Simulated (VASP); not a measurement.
Runs of VASP 6.6.1 on TlBr. The structure is that of space group Pm-3m (No. 221), or close to it. The cells are those of the table. 

| spin | cell | k mesh | pressure (GPa) | moment (μB) |
| --- | --- | --- | --- | --- |
| off | a = 3.970 Å, 2 atoms | 8 × 8 × 8 | (a) | - |
| non-collinear, zero start, SOC | a = 3.970 Å, 2 atoms | 6 × 6 × 6 | 0.4 | 0.00 |
| non-collinear, zero start, SOC | a = 3.916 Å, 2 atoms | 6 × 6 × 6 | 1.6 | 0.00 |
| non-collinear, zero start, SOC | a = 4.035 Å, 2 atoms | 6 × 6 × 6 | -0.8 | 0.00 |

Alike in all rows: task single point; level r2SCAN; potentials or basis VASP PAW PBE potentials, release 64 (Tl_d, Br); cutoff (eV) 550; smearing gaussian 0.05 eV.

Problem. Estimate the missing entries.

Solution. (a) 0.5.

Caveats: the PAW data sets were made with another functional, which shifts forces and pressure a little.
